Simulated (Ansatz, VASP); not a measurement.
**Sn: VASP beside Ansatz**

POSCAR

```
Sn
1.0
    0.0000000000      3.2849870000      3.2849870000
    3.2849870000      0.0000000000      3.2849870000
    3.2849870000      3.2849870000      0.0000000000
Sn
2
Direct
    0.5000000000      0.5000000000      0.5000000000
    0.7500000000      0.7500000000      0.7500000000
```

Contents of INCAR.step1:

```
SYSTEM = Sn
ALGO     = Normal         ! electronic algorithm
EDIFF    = 1E-4           ! SCF threshold, eV
ENCUT    = 520            ! plane-wave cutoff, eV
GGA      = PE             ! functional
ISMEAR   = 0              ! smearing method
LASPH    = .TRUE.         ! aspherical terms in the spheres
LCHARG   = .FALSE.        ! write CHGCAR
LREAL    = .FALSE.        ! projectors in reciprocal space
LWAVE    = .TRUE.         ! write WAVECAR
NBANDS   = 21             ! bands
NELM     = 60             ! most SCF steps
PREC     = Accurate       ! precision mode
SIGMA    = 0.1            ! smearing width, eV
```

File INCAR.step2:

```
SYSTEM = Sn
ALGO     = Normal         ! electronic algorithm
EDIFF    = 1E-6           ! SCF threshold, eV
ENCUT    = 520            ! plane-wave cutoff, eV
ISIF     = 2              ! what is computed and relaxed
ISMEAR   = 0              ! smearing method
ISTART   = 1            
LASPH    = .TRUE.         ! aspherical terms in the spheres
LCHARG   = .FALSE.        ! write CHGCAR
LMIXTAU  = .TRUE.       
LREAL    = .FALSE.        ! projectors in reciprocal space
LWAVE    = .FALSE.        ! write WAVECAR
METAGGA  = R2SCAN         ! meta-GGA
NBANDS   = 21             ! bands
NELM     = 60             ! most SCF steps
PREC     = Accurate       ! precision mode
SIGMA    = 0.1            ! smearing width, eV
```

Contents of KPOINTS:

```
k-points
0
G
  6 6 6
  0 0 0
```

Input for Ansatz:

```yaml
crystal:
  lattice:
    - [0.0, 3.284987, 3.284987]
    - [3.284987, 0.0, 3.284987]
    - [3.284987, 3.284987, 0.0]
  atoms:
    - { symbol: Sn, position: [0.5, 0.5, 0.5] }
    - { symbol: Sn, position: [0.75, 0.75, 0.75] }
basis:
  ecutwfc: 600.0
kpoints:
  mp_grid: { grid: [6, 6, 6] }
hamiltonian:
  xc: r2scan
  pseudopotentials: { kind: paw, azcp: { folder: soft_1 } }
scf:
  occupations: { method: gaussian, width: 0.1 }
output:
  forces: true
  stress: true
  eigenvalues: true
```

Alike in both runs: task single point; functional r2SCAN; k mesh 6 × 6 × 6; occupations gaussian, width 0.1 eV; no spin polarisation.

```csv
,VASP,Ansatz
version,VASP 6.6.1,Ansatz 0.2.0
potentials or method,"VASP PAW PBE potentials, release 64 (Sn_d), cutoff 520 eV","scalar-relativistic, plane waves, PAW"
valence electrons in the cell,28,28
```

```tsv
	VASP	Ansatz	Ansatz less VASP
gap on the k mesh at the Fermi level (eV)	none	none	-
pressure (GPa)	-0.1	0.0	+0.08
```

VASP's potentials were made for PBE, not for r2SCAN. A gap of «none» marks a metal or a gap that the smearing closes.
